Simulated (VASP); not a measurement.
# BN (P6_3mc) in VASP: notebook

Runs on BN. Level: PBE. Tasks: single point.

Program: VASP 6.6.1. These are calculated values, not measurements. Logs are shortened: lines on timing, memory, paths and dates and some standing lists are left out, and cuts for length are marked.

### Step 1. The cell of the first run

Symmetry: P6_3mc, No. 186, hexagonal system. Conventional cell: a = 2.442 Å, b = 2.442 Å, c = 4.040 Å, α = 90.00°, β = 90.00°, γ = 120.00°. B (site symmetry 3m) has 4 N at 1.50 to 1.51 Å within 2.0 Å. N (site symmetry 3m) has 4 B at 1.50 to 1.51 Å within 2.0 Å.

### Step 2. Single point, PBE (strain -4.0%)

INCAR

```
PREC = Accurate
ENCUT = 520
EDIFF = 1E-7
ISMEAR = 0
SIGMA = 0.01
LREAL = F
LASPH = T
NELM = 60
ALGO = Normal
ISIF = 2
LWAVE = F
LCHARG = T
GGA = PE
LELF = T
LVHAR = T
NBANDS = 16
```

KPOINTS

```
Automatic mesh
0
Gamma
  6 6 4
```

POSCAR

```
BN
1.0
    2.4421919996      0.0000000000      0.0000000000
   -1.2210959998      2.1150003125      0.0000000000
    0.0000000000      0.0000000000      4.0395027278
B N
2 2
Direct
    0.3333333333      0.6666666667      0.0006174658
    0.6666666667      0.3333333333      0.5006174658
    0.3333333333      0.6666666667      0.3743825342
    0.6666666667      0.3333333333      0.8743825342
```

Potentials or basis: VASP PAW PBE potentials, release 64 (B, N).

Command:

```bash
cat potpaw_PBE.64/B/POTCAR potpaw_PBE.64/N/POTCAR > POTCAR
mpirun -np 1 vasp_std > vasp.out
```

OUTCAR:

```text
PREC = Accurate
   ENCUT = 520
   EDIFF = 1E-7
   ISMEAR = 0
   LREAL = F
   LASPH = T
   NELM = 60
   ISIF = 2
   GGA = PE

 ion  position               nearest neighbor table
   1  0.333  0.667  0.001-   4 1.50   4 1.50   4 1.50   3 1.51
   2  0.667  0.333  0.501-   3 1.50   3 1.50   3 1.50   4 1.51
   3  0.333  0.667  0.374-   2 1.50   2 1.50   2 1.50   1 1.51
   4  0.667  0.333  0.874-   1 1.50   1 1.50   1 1.50   2 1.51

  LATTYP: Found a hexagonal cell.
 ALAT       =     2.4421919996
 C/A-ratio  =     1.6540479735

  Lattice vectors:

 A1 = (   2.4421919996,   0.0000000000,   0.0000000000)
 A2 = (  -1.2210959998,   2.1150003125,   0.0000000000)
 A3 = (   0.0000000000,   0.0000000000,   4.0395027278)

Analysis of symmetry for initial positions (statically):
=====================================================================
 Subroutine PRICEL returns:
 Original cell was already a primitive cell.

 Routine SETGRP: Setting up the symmetry group for a
 hexagonal supercell.

 Subroutine GETGRP returns: Found 12 space group operations
 (whereof  6 operations were pure point group operations)
 out of a pool of 24 trial point group operations.

The static configuration has the point symmetry C_3v.
 The point group associated with its full space group is C_6v.

Analysis of symmetry for dynamics (positions and initial velocities):
=====================================================================
 Subroutine PRICEL returns:
 Original cell was already a primitive cell.

 Routine SETGRP: Setting up the symmetry group for a
 hexagonal supercell.

 Subroutine GETGRP returns: Found 12 space group operations
 (whereof  6 operations were pure point group operations)
 out of a pool of 24 trial point group operations.

The dynamic configuration has the point symmetry C_3v.
 The point group associated with its full space group is C_6v.

 Subroutine INISYM returns: Found 12 space group operations
 (whereof  6 operations are pure point group operations),
 and found     1 'primitive' translations

----------------------------------------------------------------------------------------

                                     Primitive cell

  volume of cell :      20.8650

  direct lattice vectors                    reciprocal lattice vectors
     2.442192000  0.000000000  0.000000000     0.409468216  0.236406584  0.000000000
    -1.221096000  2.115000312  0.000000000     0.000000000  0.472813169  0.000000000
     0.000000000  0.000000000  4.039502728     0.000000000  0.000000000  0.247555223

  length of vectors
     2.442192000  2.442192000  4.039502728     0.472813169  0.472813169  0.247555223

  position of ions in fractional coordinates (direct lattice)
     0.333333333  0.666666667  0.000617466
     0.666666667  0.333333333  0.500617466
     0.333333333  0.666666667  0.374382534
     0.666666667  0.333333333  0.874382534

  ion indices of the primitive-cell ions
   primitive index   ion index
                 1           1
                 2           2
                 3           3
                 4           4

----------------------------------------------------------------------------------------

 KPOINTS: Automatic mesh

Automatic generation of k-mesh.
 Grid dimensions read from file:
 generate k-points for:    6    6    4

 Generating k-lattice:

  Cartesian coordinates                     Fractional coordinates (reciprocal lattice)
     0.068244703  0.039401097  0.000000000     0.166666667  0.000000000  0.000000000
     0.000000000  0.078802195  0.000000000     0.000000000  0.166666667  0.000000000
     0.000000000  0.000000000  0.061888806     0.000000000  0.000000000  0.250000000

  Length of vectors
     0.078802195  0.078802195  0.061888806

  Shift w.r.t. Gamma in fractional coordinates (k-lattice)
     0.000000000  0.000000000  0.000000000

 Subroutine IBZKPT returns following result:
 ===========================================

 Found     21 irreducible k-points:

 Following reciprocal coordinates:
            Coordinates               Weight
  0.000000  0.000000  0.000000      1.000000
  0.166667 -0.000000  0.000000      6.000000
  0.333333 -0.000000  0.000000      6.000000
  0.500000 -0.000000  0.000000      3.000000
  0.166667  0.166667  0.000000      6.000000
  0.333333  0.166667  0.000000     12.000000
[... 13 lines left out ...]
  0.333333  0.166667  0.500000     12.000000
  0.333333  0.333333  0.500000      2.000000
   k-points           NKPTS =     21   k-points in BZ     NKDIM =     21   number of bands    NBANDS=     16
   number of dos      NEDOS =    301   number of ions     NIONS =      4
   total plane-waves  NPLWV =   9720
   dimension x,y,z NGX =    18 NGY =   18 NGZ =   30
   dimension x,y,z NGXF=    36 NGYF=   36 NGZF=   60
   ions per type =               2   2
   NGX,Y,Z   is equivalent  to a cutoff of  12.25, 12.25, 12.35 a.u.
   NGXF,Y,Z  is equivalent  to a cutoff of  24.51, 24.51, 24.69 a.u.
 SYSTEM =  unknown system
   PREC   = accura    normal or accurate (medium, high low for compatibility)
   ISTART =      0    job   : 0-new  1-cont  2-samecut
   ICHARG =      2    charge: 1-file 2-atom 10-const
   ISPIN  =      1    spin polarized calculation?
   LNONCOLLINEAR =      F non collinear calculations
   LSORBIT =      F    spin-orbit coupling
   LASPH  =      T    aspherical Exc in radial PAW
   ENCUT  =  520.0 eV  38.22 Ry    6.18 a.u.   4.54  4.54  7.51*2*pi/ulx,y,z
   NELM   =     60;   NELMIN=  2; NELMDL= -5     # of ELM steps
   EDIFF  = 0.1E-06   stopping-criterion for ELM
   LREAL  =      F    real-space projection
   EDIFFG = 0.1E-05   stopping-criterion for IOM
   NSW    =      0    number of steps for IOM
   IBRION =     -1    ionic relax: 0-MD 1-quasi-New 2-CG
   NFREE  =      0    steps in history (QN), initial steepest desc. (CG)
   ISIF   =      2    stress and relaxation
   ISYM   =      2    0-nonsym 1-usesym 2-fastsym
   POTIM  = 0.5000    time-step for ionic-motion
   TEBEG  =    0.0;   TEEND  =   0.0 temperature during run
   PSTRESS=    0.0 pullay stress
   NELECT =      16.0000    total number of electrons
   NUPDOWN=      -1.0000    fix difference up-down
   EMIN   =  10.00;   EMAX   =-10.00  energy-range for DOS
   EFERMI =   0.00;   METHOD = LEGACY
   ISMEAR =     0;   SIGMA  =   0.01  broadening in eV -4-tet -1-fermi 0-gaus
   EFERMI_NEDOS =   21; number of points for ismear=-14 and -15
   IALGO  =     38    algorithm
   IMIX   =      4    mixing-type and parameters
     AMIX     =   0.40;   BMIX     =  1.00
     AMIX_MAG =   1.60;   BMIX_MAG =  1.00
  volume/ion in A,a.u.               =       5.22        35.20
  Fermi-wavevector in a.u.,A,eV,Ry     =   1.498449  2.831659 30.549854  2.245351
  Thomas-Fermi vector in A             =   2.610207
   LORBIT       =      0    0 simple, 1 ext, 2 COOP (PROOUT), +10 PAW based schemes
   GGA     = PE    functional components
   LHFCALC =     F    Hartree Fock is set to
   AEXX    =    0.0000 exact exchange contribution
   IVDW    =     0    specifies the selected vdW correction
   LEPSILON=     F    determine dielectric tensor
   LRPA    =     F    only Hartree local field effects (RPA)
 non-spin polarized calculation
 Gauss-broadening in eV      SIGMA  =   0.01
  energy-cutoff  :      520.00
  volume of cell :       20.86
 maximum number of plane-waves:       580
   NGX =  9   NGY =  9   NGZ = 15

 number of electron      16.0000002 magnetization

 Free energy of the ion-electron system (eV)
  ---------------------------------------------------
  ext. energy  EPLUGINS =         0.00000000
  ---------------------------------------------------
  free energy    TOTEN  =       -34.27289471 eV

  energy without entropy =      -34.27289471  energy(sigma->0) =      -34.27289471

 E-fermi :   9.2726     XC(G=0): -13.4365

 val. band max:        9.2202272775   @ k =   0.0000   0.0000   0.0000
 cond. band min:      14.1163736717   @ k =   0.3333   0.3333   0.0000
 fundamental gap:      4.8961463942
 Fermi energy:         9.2725645046

 k-point     1 :       0.0000    0.0000    0.0000
  band No.  band energies     occupation
      1     -12.7210      2.00000
      2      -7.9628      2.00000
      3      -2.9729      2.00000
      4       6.8008      2.00000
      5       6.8008      2.00000
      6       8.8473      2.00000
[... 8 lines left out ...]
     15      22.0772      0.00000
     16      27.0738      0.00000

 k-point     2 :       0.1667   -0.0000    0.0000
  band No.  band energies     occupation
      1     -12.0587      2.00000
      2      -7.4527      2.00000
      3      -2.3294      2.00000
      4       4.2392      2.00000
      5       5.7151      2.00000
      6       7.0997      2.00000
[... 8 lines left out ...]
     15      23.9178      0.00000
     16      25.7403      0.00000

 k-point     3 :       0.3333   -0.0000    0.0000
  band No.  band energies     occupation
      1     -10.1620      2.00000
      2      -6.3432      2.00000
      3      -0.6189      2.00000
      4       0.2216      2.00000
      5       3.2402      2.00000
      6       4.1705      2.00000
[... 8 lines left out ...]
     15      26.9715      0.00000
     16      27.3161      0.00000

 k-point     4 :       0.5000   -0.0000    0.0000
  band No.  band energies     occupation
      1      -8.0290      2.00000
      2      -6.7040      2.00000
      3      -1.2034      2.00000
      4       0.6355      2.00000
      5       1.5387      2.00000
      6       3.5589      2.00000
[... 8 lines left out ...]
     15      27.1445      0.00000
     16      28.9730      0.00000
[... 267 lines left out ...]
 k-point    19 :       0.1667    0.1667    0.5000
  band No.  band energies     occupation
      1      -9.2753      2.00000
      2      -9.2753      2.00000
      3       2.0500      2.00000
      4       2.0500      2.00000
      5       4.2748      2.00000
      6       4.2748      2.00000
[... 8 lines left out ...]
     15      25.8651      0.00000
     16      25.8651      0.00000

 k-point    20 :       0.3333    0.1667    0.5000
  band No.  band energies     occupation
      1      -7.3690      2.00000
      2      -7.3690      2.00000
      3      -0.7948      2.00000
      4      -0.7948      2.00000
      5       2.9251      2.00000
      6       2.9251      2.00000
[... 8 lines left out ...]
     15      27.3241      0.00000
     16      27.3241      0.00000

 k-point    21 :       0.3333    0.3333    0.5000
  band No.  band energies     occupation
      1      -6.4600      2.00000
      2      -6.4600      2.00000
      3      -0.4601      2.00000
      4      -0.4601      2.00000
      5       0.3713      2.00000
      6       0.3713      2.00000
[... 8 lines left out ...]
     15      27.9796      0.00000
     16      27.9796      0.00000

------------------------ aborting loop because EDIFF is reached ----------------------------------------

  FORCE on cell =-STRESS in cart. coord.  units (eV):
  Direction    XX          YY          ZZ          XY          YZ          ZX
  --------------------------------------------------------------------------------------
  -------------------------------------------------------------------------------------
  Total        8.3809012      8.3809012      8.5364696      0.0000000      0.0000000      0.0000000
  in kB      643.5512767    643.5512767    655.4970402      0.0000000      0.0000000      0.0000000
  external PRESSURE =     647.5331979 kB  Pullay stress =       0.0000000 kB

 VOLUME and BASIS-vectors are now :
 -----------------------------------------------------------------------------
  energy-cutoff  :      520.00
  volume of cell :       20.86
      direct lattice vectors                 reciprocal lattice vectors
     2.442192000  0.000000000  0.000000000     0.409468216  0.236406584  0.000000000
    -1.221096000  2.115000312  0.000000000     0.000000000  0.472813169  0.000000000
     0.000000000  0.000000000  4.039502728     0.000000000  0.000000000  0.247555223

 POSITION                                       TOTAL-FORCE (eV/Angst)
 -----------------------------------------------------------------------------------
     -0.00000      1.41000      0.00249         0.000000      0.000000      0.002985
      1.22110      0.70500      2.02225        -0.000000      0.000000      0.002985
     -0.00000      1.41000      1.51232        -0.000000     -0.000000     -0.002985
      1.22110      0.70500      3.53207         0.000000      0.000000     -0.002985
 -----------------------------------------------------------------------------------
    total drift:                                0.000000      0.000000     -0.000133

  FREE ENERGIE OF THE ION-ELECTRON SYSTEM (eV)
  ---------------------------------------------------
  free  energy   TOTEN  =       -34.2728947072 eV

  energy  without entropy=      -34.2728947072  energy(sigma->0) =      -34.27289471
```

Run time: 13 s. Hardware: 1 thread of Intel Xeon 8259CL, shared host; peak memory 0.12 GiB.

What came out:

| Quantity | Value |
| --- | --- |
| Free energy | -34.2729 eV |
| Pressure | 64.8 GPa |
| Band gap on the k mesh | 4.90 eV, indirect (least direct gap 8.85 eV) |

Forces in eV/Å, atoms in the order of the input:
```
B    0.000  0.000  0.003
B    0.000  0.000  0.003
N    0.000  0.000 -0.003
N    0.000  0.000 -0.003
```

Stress tensor (GPa, compression positive):
```
64.36  0.00  0.00
 0.00 64.36  0.00
 0.00  0.00 65.55
```

Caveat: the k points lie up to 0.50 Å⁻¹ apart; the cell differs from its parent crystal (strain -4.0%).

### Step 3. Single point, PBE (strain -3.0%)

INCAR

```
PREC     = Accurate       # precision mode
ENCUT    = 520            # plane-wave cutoff, eV
EDIFF    = 1E-6           # SCF threshold, eV
ISMEAR   = 0              # smearing method
SIGMA    = 0.01           # smearing width, eV
LREAL    = False          # projectors in reciprocal space
LASPH    = True           # aspherical terms in the spheres
NELM     = 80             # most SCF steps
ALGO     = Normal         # electronic algorithm
ISIF     = 2              # what is computed and relaxed
LWAVE    = False          # write WAVECAR
LCHARG   = False          # write CHGCAR
GGA      = PE             # functional
NBANDS   = 16             # bands
```

KPOINTS

```
regular mesh
0
Gamma
  6 6 4
```

POSCAR

```
BN
1.0
    2.4676314996      0.0000000000      0.0000000000
   -1.2338157498      2.1370315658      0.0000000000
    0.0000000000      0.0000000000      4.0815808813
B N
2 2
Direct
    0.3333333333      0.6666666667      0.0005226463
    0.6666666667      0.3333333333      0.5005226463
    0.3333333333      0.6666666667      0.3744773537
    0.6666666667      0.3333333333      0.8744773537
```

Potentials or basis: VASP PAW PBE potentials, release 64 (B, N).

Command:

```bash
cat potpaw_PBE.64/B/POTCAR potpaw_PBE.64/N/POTCAR > POTCAR
mpirun -np 1 vasp_std > vasp.out
```

OUTCAR:

```text
PREC = Accurate
   ENCUT = 520
   EDIFF = 1E-6
   ISMEAR = 0
   LREAL = False
   LASPH = True
   NELM = 80
   ISIF = 2
   GGA = PE

 ion  position               nearest neighbor table
   1  0.333  0.667  0.001-   4 1.51   4 1.51   4 1.51   3 1.53
   2  0.667  0.333  0.501-   3 1.51   3 1.51   3 1.51   4 1.53
   3  0.333  0.667  0.374-   2 1.51   2 1.51   2 1.51   1 1.53
   4  0.667  0.333  0.874-   1 1.51   1 1.51   1 1.51   2 1.53

  LATTYP: Found a hexagonal cell.
 ALAT       =     2.4676314996
 C/A-ratio  =     1.6540479735

  Lattice vectors:

 A1 = (   2.4676314996,   0.0000000000,   0.0000000000)
 A2 = (  -1.2338157498,   2.1370315658,   0.0000000000)
 A3 = (   0.0000000000,   0.0000000000,   4.0815808813)

Analysis of symmetry for initial positions (statically):
=====================================================================
 Subroutine PRICEL returns:
 Original cell was already a primitive cell.

 Routine SETGRP: Setting up the symmetry group for a
 hexagonal supercell.

 Subroutine GETGRP returns: Found 12 space group operations
[... 166 lines left out ...]

 E-fermi :   8.8784     XC(G=0): -13.2785

 val. band max:        8.7895860028   @ k =   0.0000   0.0000   0.0000
 cond. band min:      13.7674685174   @ k =   0.3333   0.3333   0.0000
 fundamental gap:      4.9778825146
 Fermi energy:         8.8784365139

 k-point     1 :       0.0000    0.0000    0.0000
  band No.  band energies     occupation
      1     -12.7542      2.00000
      2      -8.1503      2.00000
      3      -3.0740      2.00000
      4       6.4472      2.00000
      5       6.4472      2.00000
      6       8.4433      2.00000
[... 376 lines left out ...]
      3      -0.6716      2.00000
      4      -0.6716      2.00000
      5       0.2319      2.00000
      6       0.2319      2.00000
[... 8 lines left out ...]
     15      27.0090      0.00000
     16      27.0090      0.00000

------------------------ aborting loop because EDIFF is reached ----------------------------------------

  FORCE on cell =-STRESS in cart. coord.  units (eV):
  Direction    XX          YY          ZZ          XY          YZ          ZX
  --------------------------------------------------------------------------------------
  -------------------------------------------------------------------------------------
  Total        6.3065788      6.3065788      6.3940557      0.0000000      0.0000000      0.0000000
  in kB      469.4450453    469.4450453    475.9565910      0.0000000      0.0000000      0.0000000
  external PRESSURE =     471.6155606 kB  Pullay stress =       0.0000000 kB

 VOLUME and BASIS-vectors are now :
 -----------------------------------------------------------------------------
  energy-cutoff  :      520.00
  volume of cell :       21.52
      direct lattice vectors                 reciprocal lattice vectors
     2.467631500  0.000000000  0.000000000     0.405246894  0.233969403  0.000000000
    -1.233815750  2.137031566  0.000000000     0.000000000  0.467938806  0.000000000
     0.000000000  0.000000000  4.081580881     0.000000000  0.000000000  0.245003108

 POSITION                                       TOTAL-FORCE (eV/Angst)
 -----------------------------------------------------------------------------------
     -0.00000      1.42469      0.00213         0.000000      0.000000      0.003418
      1.23382      0.71234      2.04292        -0.000000      0.000000      0.003418
     -0.00000      1.42469      1.52846         0.000000      0.000000     -0.003418
      1.23382      0.71234      3.56925        -0.000000     -0.000000     -0.003418
 -----------------------------------------------------------------------------------
    total drift:                                0.000000      0.000000     -0.000544

  FREE ENERGIE OF THE ION-ELECTRON SYSTEM (eV)
  ---------------------------------------------------
  free  energy   TOTEN  =       -34.5033157962 eV

  energy  without entropy=      -34.5033157962  energy(sigma->0) =      -34.50331580
```

OSZICAR:

```text
N       E                     dE             d eps       ncg     rms          rms(c)
DAV:   1     0.427727496828E+02    0.42773E+02   -0.84715E+03   680   0.983E+02
DAV:   2    -0.343987702708E+02   -0.77172E+02   -0.72289E+02   976   0.242E+02
DAV:   3    -0.367684414008E+02   -0.23697E+01   -0.23634E+01   792   0.385E+01
DAV:   4    -0.367734411897E+02   -0.49998E-02   -0.49996E-02   784   0.201E+00
DAV:   5    -0.367734527811E+02   -0.11591E-04   -0.11591E-04   816   0.876E-02    0.103E+01
DAV:   6    -0.347421456921E+02    0.20313E+01   -0.23252E+00   848   0.140E+01    0.503E+00
DAV:   7    -0.345368602925E+02    0.20529E+00   -0.41503E-01   864   0.521E+00    0.293E+00
DAV:   8    -0.345041914849E+02    0.32669E-01   -0.56394E-02   784   0.204E+00    0.278E-01
DAV:   9    -0.345030572348E+02    0.11343E-02   -0.20587E-03   776   0.546E-01    0.157E-01
DAV:  10    -0.345033095192E+02   -0.25228E-03   -0.41317E-04   792   0.164E-01    0.252E-02
DAV:  11    -0.345033151201E+02   -0.56009E-05   -0.33437E-05   840   0.556E-02    0.159E-02
DAV:  12    -0.345033157962E+02   -0.67608E-06   -0.53663E-06   792   0.235E-02
   1 F= -.34503316E+02 E0= -.34503316E+02  d E =-.406420E-38
```

Run time: 12 s. Hardware: 1 thread of Intel Xeon 8259CL, shared host; peak memory 0.12 GiB.

What came out:

```yaml
Free_energy: -34.5033 eV
Pressure: 47.2 GPa
Largest_force: 0.003 eV/Å
Band_gap_on_the_k_mesh: 4.98 eV, indirect (least direct gap 8.74 eV)
```

Forces on the atoms (eV/Å):
```
B    0.000  0.000  0.003
B    0.000  0.000  0.003
N    0.000  0.000 -0.003
N    0.000  0.000 -0.003
```

Stress tensor (GPa, compression positive):
```
46.94  0.00  0.00
 0.00 46.94  0.00
 0.00  0.00 47.60
```

Caveat: the k points lie up to 0.49 Å⁻¹ apart; the cell differs from its parent crystal (strain -3.0%).

(Part 1 of 2 ends here.)
